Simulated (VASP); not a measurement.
# InSb3 (P1) in VASP: single point with PBE

Aim: the single point of InSb3 with PBE.

Program: VASP 6.6.1. These are calculated values, not measurements. Logs are shortened: lines on timing, memory, paths and dates and some standing lists are left out, and cuts for length are marked.

## (1) The cell of the first run

The typed cell holds 4 atoms: a = 5.366 Å, b = 5.366 Å, c = 5.366 Å, α = 60.00°, β = 60.00°, γ = 60.00°.

## (2) Single point, PBE (one atom moved)

Input file INCAR:

```
  PREC = Accurate
  ENCUT = 520
  EDIFF = 1E-7
  ISMEAR = 0
  SIGMA = 0.1
  LREAL = False
  LASPH = True
  NELM = 100
  ALGO = Normal
  ISIF = 2
  LWAVE = False
  LCHARG = False
  GGA = PE
  NBANDS = 22
```

Input file KPOINTS:

```
regular mesh
0
Gamma
  8 8 8
```

Input file POSCAR:

```
InSb3
1.0
    0.0000000000      3.7945550000      3.7945550000
    3.7945550000      0.0000000000      3.7945550000
    3.7945550000      3.7945550000      0.0000000000
In Sb
1 3
Direct
    0.0000000000      0.0000000000      0.0000000000
    0.2888345933      0.3075561561      0.2140563913
    0.7500000000      0.7500000000      0.7500000000
    0.5000000000      0.5000000000      0.5000000000
```

Potentials or basis: VASP PAW PBE potentials, release 64 (In_d, Sb).

Started as:

```console
> cat potpaw_PBE.64/In_d/POTCAR potpaw_PBE.64/Sb/POTCAR > POTCAR
> mpirun -np 1 vasp_std > vasp.out
```

OUTCAR:

```text
PREC = Accurate
   ENCUT = 520
   EDIFF = 1E-7
   ISMEAR = 0
   LREAL = False
   LASPH = True
   NELM = 100
   ISIF = 2
   GGA = PE

 ion  position               nearest neighbor table
   1  0.000  0.000  0.000-   2 3.05   2 3.13   3 3.29   3 3.29   3 3.29   3 3.29   2 3.46   2 3.56
                             4 3.79   4 3.79   4 3.79   4 3.79   4 3.79   4 3.79
   2  0.289  0.308  0.214-   4 3.03   1 3.05   1 3.13   4 3.15   3 3.43   1 3.46   4 3.47   4 3.55
                             1 3.56   3 3.73
   3  0.750  0.750  0.750-   1 3.29   4 3.29   4 3.29   4 3.29   4 3.29   1 3.29   1 3.29   1 3.29
                             2 3.43   2 3.73
   4  0.500  0.500  0.500-   2 3.03   2 3.15   3 3.29   3 3.29   3 3.29   3 3.29   2 3.47   2 3.55
                             1 3.79   1 3.79   1 3.79   1 3.79   1 3.79   1 3.79

  LATTYP: Found a face centered cubic cell.
 ALAT       =     7.5891100000

  Lattice vectors:

 A1 = (   0.0000000000,   3.7945550000,   3.7945550000)
 A2 = (   3.7945550000,   0.0000000000,   3.7945550000)
 A3 = (   3.7945550000,   3.7945550000,   0.0000000000)

Analysis of symmetry for initial positions (statically):
=====================================================================
 Subroutine PRICEL returns:
 Original cell was already a primitive cell.

 Routine SETGRP: Setting up the symmetry group for a
 face centered cubic supercell.

 Subroutine GETGRP returns: Found  1 space group operations
 (whereof  1 operations were pure point group operations)
 out of a pool of 48 trial point group operations.

The static configuration has the point symmetry C_1 .

Analysis of symmetry for dynamics (positions and initial velocities):
=====================================================================
 Subroutine PRICEL returns:
 Original cell was already a primitive cell.

 Routine SETGRP: Setting up the symmetry group for a
 face centered cubic supercell.

 Subroutine GETGRP returns: Found  1 space group operations
 (whereof  1 operations were pure point group operations)
 out of a pool of 48 trial point group operations.

The dynamic configuration has the point symmetry C_1 .

 Subroutine INISYM returns: Found  1 space group operations
 (whereof  1 operations are pure point group operations),
 and found     1 'primitive' translations

----------------------------------------------------------------------------------------

                                     Primitive cell

[... 94 lines left out ...]
   EDIFF  = 0.1E-06   stopping-criterion for ELM
   LREAL  =      F    real-space projection
   EDIFFG = 0.1E-05   stopping-criterion for IOM
   NSW    =      0    number of steps for IOM
   IBRION =     -1    ionic relax: 0-MD 1-quasi-New 2-CG
   NFREE  =      0    steps in history (QN), initial steepest desc. (CG)
   ISIF   =      2    stress and relaxation
   ISYM   =      2    0-nonsym 1-usesym 2-fastsym
   POTIM  = 0.5000    time-step for ionic-motion
   TEBEG  =    0.0;   TEEND  =   0.0 temperature during run
   PSTRESS=    0.0 pullay stress
   NELECT =      28.0000    total number of electrons
   NUPDOWN=      -1.0000    fix difference up-down
   EMIN   =  10.00;   EMAX   =-10.00  energy-range for DOS
   EFERMI =   0.00;   METHOD = LEGACY
   ISMEAR =     0;   SIGMA  =   0.10  broadening in eV -4-tet -1-fermi 0-gaus
   EFERMI_NEDOS =   21; number of points for ismear=-14 and -15
   IALGO  =     38    algorithm
   IMIX   =      4    mixing-type and parameters
     AMIX     =   0.40;   BMIX     =  1.00
     AMIX_MAG =   1.60;   BMIX_MAG =  1.00
  volume/ion in A,a.u.               =      27.32       184.35
  Fermi-wavevector in a.u.,A,eV,Ry     =   1.039816  1.964968 14.710866  1.081218
  Thomas-Fermi vector in A             =   2.174364
   LORBIT       =      0    0 simple, 1 ext, 2 COOP (PROOUT), +10 PAW based schemes
   GGA     = PE    functional components
   LHFCALC =     F    Hartree Fock is set to
   AEXX    =    0.0000 exact exchange contribution
   IVDW    =     0    specifies the selected vdW correction
   LEPSILON=     F    determine dielectric tensor
   LRPA    =     F    only Hartree local field effects (RPA)
 non-spin polarized calculation
 Gauss-broadening in eV      SIGMA  =   0.10
  energy-cutoff  :      520.00
  volume of cell :      109.27
 maximum number of plane-waves:      2954
   NGX = 19   NGY = 19   NGZ = 19

 number of electron      27.9999991 magnetization

 Free energy of the ion-electron system (eV)
  ---------------------------------------------------
  ext. energy  EPLUGINS =         0.00000000
  ---------------------------------------------------
  free energy    TOTEN  =       -14.17867526 eV

  energy without entropy =      -14.16459507  energy(sigma->0) =      -14.17163516

 E-fermi :   8.0024     XC(G=0): -10.1187

 val. band max:        8.0004349761   @ k =   0.3750   0.0000   0.3750
 cond. band min:       8.0024966837   @ k =   0.0000   0.5000   0.2500
 fundamental gap:      0.0020617076
 Fermi energy:         8.0023646994

 k-point     1 :       0.0000    0.0000    0.0000
  band No.  band energies     occupation
      1      -6.6032      2.00000
      2      -6.5894      2.00000
      3      -6.5812      2.00000
      4      -6.5571      2.00000
      5      -6.5544      2.00000
      6      -4.3460      2.00000
[... 589 lines left out ...]
     21      13.4311      0.00000
     22      13.5072      0.00000

 [... further k-points ...]

------------------------ aborting loop because EDIFF is reached ----------------------------------------

  FORCE on cell =-STRESS in cart. coord.  units (eV):
  Direction    XX          YY          ZZ          XY          YZ          ZX
  --------------------------------------------------------------------------------------
  -------------------------------------------------------------------------------------
  Total        0.8352332      0.8962526      0.3599341      0.1581509      0.0701433      0.2193306
  in kB       12.2463250     13.1410020      5.2774126      2.3188341      1.0284527      3.2158614
  external PRESSURE =      10.2215799 kB  Pullay stress =       0.0000000 kB

 VOLUME and BASIS-vectors are now :
 -----------------------------------------------------------------------------
  energy-cutoff  :      520.00
  volume of cell :      109.27
      direct lattice vectors                 reciprocal lattice vectors
     0.000000000  3.794555000  3.794555000    -0.131767757  0.131767757  0.131767757
     3.794555000  0.000000000  3.794555000     0.131767757 -0.131767757  0.131767757
     3.794555000  3.794555000  0.000000000     0.131767757  0.131767757 -0.131767757

 POSITION                                       TOTAL-FORCE (eV/Angst)
 -----------------------------------------------------------------------------------
      0.00000      0.00000      0.00000         0.060735     -0.109255      0.207122
      1.97929      1.90825      2.26304        -0.196472     -0.006307     -0.684728
      5.69183      5.69183      5.69183         0.064866      0.017647      0.341214
      3.79455      3.79455      3.79455         0.070870      0.097915      0.136392
 -----------------------------------------------------------------------------------
    total drift:                               -0.000097     -0.000011     -0.000427

  FREE ENERGIE OF THE ION-ELECTRON SYSTEM (eV)
  ---------------------------------------------------
  free  energy   TOTEN  =       -14.1786752588 eV

  energy  without entropy=      -14.1645950651  energy(sigma->0) =      -14.17163516
```

OSZICAR:

```text
N       E                     dE             d eps       ncg     rms          rms(c)
DAV:   1     0.190150989944E+03    0.19015E+03   -0.10976E+04 11454   0.118E+03
DAV:   2     0.208984475352E+01   -0.18806E+03   -0.18113E+03 12600   0.292E+02
DAV:   3    -0.136732719700E+02   -0.15763E+02   -0.15285E+02 14522   0.867E+01
DAV:   4    -0.141993562909E+02   -0.52608E+00   -0.52421E+00 12822   0.166E+01
DAV:   5    -0.142233059388E+02   -0.23950E-01   -0.23947E-01 17000   0.369E+00    0.377E+00
DAV:   6    -0.141865482116E+02    0.36758E-01   -0.69382E-02 15212   0.317E+00    0.211E+00
DAV:   7    -0.141790795265E+02    0.74687E-02   -0.31706E-02 15212   0.159E+00    0.301E-01
DAV:   8    -0.141786240788E+02    0.45545E-03   -0.30645E-03 13402   0.564E-01    0.108E-01
DAV:   9    -0.141786797048E+02   -0.55626E-04   -0.33751E-04 13390   0.118E-01    0.442E-02
DAV:  10    -0.141786755601E+02    0.41447E-05   -0.15467E-05 15556   0.270E-02    0.153E-02
DAV:  11    -0.141786762055E+02   -0.64541E-06   -0.23573E-06 13570   0.141E-02    0.526E-03
DAV:  12    -0.141786753708E+02    0.83469E-06   -0.18025E-07  8656   0.462E-03    0.136E-03
DAV:  13    -0.141786752124E+02    0.15835E-06   -0.57089E-08  7388   0.182E-03    0.390E-04
DAV:  14    -0.141786752588E+02   -0.46314E-07   -0.11167E-08  6806   0.105E-03
   1 F= -.14178675E+02 E0= -.14171635E+02  d E =-.140802E-01
```

Wall time 6.5 min (1 thread of Intel Xeon Platinum 8488C (Sapphire Rapids), shared host); peak memory 0.67 GiB.

Results:

```yaml
Free_energy: -14.1787 eV
Pressure: 1.0 GPa
Largest_force: 0.712 eV/Å
Band_gap_on_the_k_mesh: zero (band 14 reaches 9.14 eV, above the bottom of band 15 at 6.38 eV)
```

Forces in eV/Å, atoms in the order of the input:
```
In   0.061 -0.109  0.207
Sb  -0.196 -0.006 -0.685
Sb   0.065  0.018  0.341
Sb   0.071  0.098  0.136
```

Stress tensor (GPa, compression positive):
```
1.22 0.23 0.32
0.23 1.31 0.10
0.32 0.10 0.53
```

Levels at points of the mesh, in eV from the Fermi level:
```tsv
k point	band 11	band 12	band 13	band 14	band 15	band 16	band 17	band 18
(0.00, 0.00, 0.00)	-2.74	-2.44	-2.25	-2.18	-1.62	-1.35	-0.58	0.03
(0.50, 0.00, 0.00)	-3.27	-2.81	-2.29	-0.38	0.10	1.83	2.37	2.70
(0.00, 0.50, 0.00)	-3.26	-2.90	-2.42	-0.43	0.18	1.97	2.46	2.75
(0.00, 0.00, 0.50)	-3.17	-2.94	-2.04	-0.29	-0.14	1.60	1.85	2.59
(0.50, 0.50, 0.50)	-3.19	-2.90	-2.08	-0.45	-0.06	1.56	1.71	2.76
(0.50, 0.50, 0.00)	-5.06	0.30	0.62	0.72	1.02	1.77	1.88	2.23
(0.00, 0.50, 0.50)	-4.92	0.18	0.71	1.11	1.25	1.40	1.67	2.36
(0.50, 0.00, 0.50)	-4.87	0.17	0.74	1.14	1.20	1.41	1.67	2.36
```

Caveat: the cell differs from its parent crystal (one atom moved); spin-orbit coupling is left out, which moves the levels of the heavy elements.
